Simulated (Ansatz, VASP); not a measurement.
# AsF in VASP and in Ansatz

The input INCAR:

```
SYSTEM = AsF
  PREC = Accurate
  ENCUT = 600
  EDIFF = 1E-7
  ISMEAR = 0
  SIGMA = 0.1
  LREAL = .False.
  LASPH = .True.
  NELM = 100
  ALGO = Normal
  ISIF = 3
  LWAVE = .False.
  LCHARG = .False.
  GGA = PE
  IBRION = 2
  NSW = 100
  EDIFFG = -0.01
```

KPOINTS

```
Automatic mesh
0
Gamma
  18 18 6
  0 0 0
```

Contents of POSCAR:

```
AsF
1.0
    3.0386108823      0.0000000000      0.0000000000
   -1.5193054412      2.6315142163      0.0000000000
    0.0000000000      0.0000000000      8.6184265544
As F
2 2
Direct
    0.3333333333      0.6666666667      0.0855384199
    0.6666666667      0.3333333333      0.5855384199
    0.3333333333      0.6666666667      0.2965615801
    0.6666666667      0.3333333333      0.7965615801
```

Input for Ansatz:

```yaml
crystal:
  lattice:
    - [3.0386108823, 0.0, 0.0]
    - [-1.5193054412, 2.6315142163, 0.0]
    - [0.0, 0.0, 8.6184265544]
  atoms:
    - { symbol: As, position: [0.3333333333, 0.6666666667, 0.0855384199] }
    - { symbol: As, position: [0.6666666667, 0.3333333333, 0.5855384199] }
    - { symbol: F, position: [0.3333333333, 0.6666666667, 0.2965615801] }
    - { symbol: F, position: [0.6666666667, 0.3333333333, 0.7965615801] }
basis:
  ecutwfc: 420
kpoints:
  mp_grid: { grid: [18, 18, 6] }
hamiltonian:
  xc: pbe
scf:
  occupations: { method: gaussian, width: 0.1 }
output:
  forces: true
  stress: true
  eigenvalues: true
relax:
  adjacent_minimum: "off"
  f_tol: 0.01
  max_steps: 80
  cell: { stress_tol: 0.05 }
```

Alike in both runs: task relaxation of cell and atoms; functional PBE; k mesh 18 × 18 × 6; occupations gaussian, width 0.1 eV; no spin polarisation.

```csv
,VASP,Ansatz
version,VASP 6.6.1,Ansatz 0.2.0
potentials or method,"VASP PAW PBE potentials, release 64 (As, F), cutoff 600 eV","scalar-relativistic, plane waves, PAW"
valence electrons in the cell,24,44
```

|  | VASP | Ansatz | Ansatz less VASP |
| --- | --- | --- | --- |
| gap on the k mesh at the Fermi level, each at its own relaxed structure (eV) | none | none | - |
| relaxed volume (Å³/atom) | 16.64 | 16.89 | +0.254 |
| relaxed length of the cell vector where the two differ most in proportion (Å) | 8.652 | 8.732 | +0.0801 |

A gap of «none» marks a metal or a gap that the smearing closes. VASP's potentials hold 24 valence electrons a cell and Ansatz's 44, so a difference there can come from the potentials and not from the codes.
